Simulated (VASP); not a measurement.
Write the native input for VASP 6.6.1 that does the following.

```yaml
Task: single point
Functional: PBE
Potentials_or_basis: VASP PAW PBE potentials, release 64 (Ru_pv)
Cutoff: 520 eV
k_mesh: 16 × 16 × 16
Occupations: fermi-dirac, width 0.05 eV
Spin: collinear spin, ferromagnetic start
Starting_moments: "[1.0] μB"
Dipole_correction: no
Further_INCAR_settings: ALGO = Normal; EDIFF = 1e-07; NBANDS = 17
```

The structure of Ru lies in POSCAR:

```
Ru
1.0
    0.0000000000      1.9790214126      1.9790214126
    1.9790214126      0.0000000000      1.9790214126
    1.9790214126      1.9790214126      0.0000000000
Ru
1
Direct
    0.0000000000      0.0000000000      0.0000000000
```

This isn't the form of Ru at room conditions, which is hcp.

The input as run:

INCAR

```
PREC = Accurate
ENCUT = 520
EDIFF = 1E-7
ISMEAR = -1
SIGMA = 0.05
LREAL = False
LASPH = True
NELM = 150
ALGO = Normal
ISIF = 2
LWAVE = False
LCHARG = False
ISPIN = 2
MAGMOM = 1
LORBIT = 11
LMAXMIX = 4
GGA = PE
NBANDS = 17
```

KPOINTS

```
regular mesh
0
Gamma
  16 16 16
```

Potentials or basis: VASP PAW PBE potentials, release 64 (Ru_pv).

Run with:

```bash
$ cat potpaw_PBE.64/Ru_pv/POTCAR > POTCAR
$ mpirun -np 1 vasp_std > vasp.out
```

Results of the run:

```yaml
Pressure: -26.4 GPa
Band_gap_on_the_k_mesh: zero (filled and empty bands overlap)
Net_moment: 0.00 μB per cell
Valence_electrons_inside_the_program's_atomic_spheres: Ru 12.43
```

Caveat: the cell stands under tension.

Run time: 99 s on 1 thread of Intel Xeon 8259CL (shared host), peak memory 0.19 GiB.
